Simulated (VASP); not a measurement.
Set up this calculation in VASP 6.6.1, as the native input.

- Task: single point
- Functional: PBE
- Potentials or basis: VASP PAW PBE potentials, release 64 (Ge_d)
- Cutoff: 520 eV
- k mesh: 22 × 22 × 22
- Occupations: fermi-dirac, width 0.0612256 eV
- Spin: no spin polarisation
- Dipole correction: no
- Further INCAR settings: ALGO = Normal; EDIFF = 1e-06; NBANDS = 13

The structure of Ge lies in POSCAR:

```
Ge
1.0
    0.0000000000      2.1685431265      2.1685431265
    2.1685431265      0.0000000000      2.1685431265
    2.1685431265      2.1685431265      0.0000000000
Ge
1
Direct
    0.0000000000      0.0000000000      0.0000000000
```

One way to write it, as run:

INCAR

```
  ALGO = Normal
  EDIFF = 1E-6
  ENCUT = 520
  GGA = PE
  ISIF = 2
  ISMEAR = -1
  LASPH = T
  LCHARG = F
  LREAL = F
  LWAVE = F
  NBANDS = 13
  NELM = 60
  PREC = Accurate
  SIGMA = 0.06122561905347299
```

KPOINTS

```
k-points
0
Gamma
  22 22 22
```

Potentials or basis: VASP PAW PBE potentials, release 64 (Ge_d).

Run with:

```console
$ cat potpaw_PBE.64/Ge_d/POTCAR > POTCAR
$ mpirun -np 1 vasp_std > vasp.out
```

It gave:

```json
{
 "Pressure": "-2.4 GPa",
 "Band gap on the k mesh": "zero (band 7 reaches 14.25 eV, above the bottom of band 8 at 3.79 eV)"
}
```

It took 17 s on 1 thread of Intel(R) Xeon(R) 6975P-C (Granite Rapids) (shared host), peak memory 0.2 GiB.
